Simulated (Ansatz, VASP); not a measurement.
One calculation of Sb, two programs

```
Sb
1.0
     3.22198    0.00000    0.00000
     0.00000    3.22198    0.00000
     0.00000    0.00000    3.22198
Sb
1
Cartesian
  0.0000 0.0000 0.0000
```

Change from the starting cell: volume scaled by 1.06, PAW files.

Alike in both runs: task electric field gradients; functional PBE; k mesh 13 × 13 × 13; occupations fermi-dirac, width 0.05 eV; no spin polarisation.

|  | VASP | Ansatz |
| --- | --- | --- |
| version | VASP 6.6.1 | Ansatz 0.2.0 |
| potentials or method | VASP PAW PBE potentials, release 64 (Sb) | PAW with Ansatz's default frozen-core files, scalar-relativistic |
| plane-wave cutoff (eV) | 520 | 420 |
| valence electrons in the cell | 5 | 15 |

Ansatz gave:

```
pressure (GPa) : -4.7
```

Which values does VASP return?

Pressure (GPa): -4.8.

VASP's potentials hold 5 valence electrons a cell and Ansatz's 15, so a difference there can come from the potentials and not from the codes.

Spin-orbit coupling is off throughout.
